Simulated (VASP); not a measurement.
Crystal: Si2Ni.

```
Si Ni
1.0
     0.00000    2.66758    2.66758
     2.66758    0.00000    2.66758
     2.66758    2.66758    0.00000
Si Ni
2 1
Direct
  0.25000 0.25000 0.25000
  0.75000 0.75000 0.75000
  0.00000 0.00000 0.00000
```

Base run:

```yaml
Program: VASP 6.6.1
Functional: PBE
Potentials_or_basis: VASP PAW PBE potentials, release 64 (Si, Ni)
Cutoff: 520 eV
k_mesh: 14 × 14 × 14
Occupations: gaussian, width 0.15 eV
Spin: collinear spin, ferromagnetic start
Starting_moments: "[0.0, 0.0, 1.0] μB"
Fixed_moment: 1 μB
```

Its results: pressure 14.5 GPa; site moments Si +0.13; Ni +0.45 μB.

The run is repeated on the same cell with these changes: fixed moment from 1 μB to 0.875 μB; moments at the start from [0.0, 0.0, 1.0] to [0.0, 0.0, 0.88]. What comes out?

Pressure 13.6 GPa; site moments Si +0.11; Ni +0.40 μB.

Caveats: the total moment is fixed, so each spin has its own Fermi level.
